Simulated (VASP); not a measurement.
Runs of VASP 6.6.1 on K. The structure is that of space group Pm-3m (No. 221), or close to it. The cells are those of the table. This isn't the form of K at room conditions, which is bcc.

```csv
cell,gap on the mesh (eV),pressure (GPa)
"a = 4.178 Å, 1 atom",none,0.3
"a = 4.408 Å, 1 atom",none,-0.2
"a = 4.352 Å, 1 atom",none,(b)
"a = 4.461 Å, 1 atom",none,-0.3
"a = 4.296 Å, 1 atom",none,0.0
"a = 4.117 Å, 1 atom",none,(a)
"a = 4.238 Å, 1 atom",none,0.1
```

Alike in all rows: task single point; level PBE; potentials or basis VASP PAW PBE potentials, release 64 (K_sv); no spin polarisation; k mesh 12 × 12 × 12; cutoff (eV) 520; smearing fermi-dirac 0.1 eV.

Question: Estimate the missing entries.

Answer: (a) 0.4; (b) -0.1.

A gap of «none» marks levels without a gap at the run's occupations.
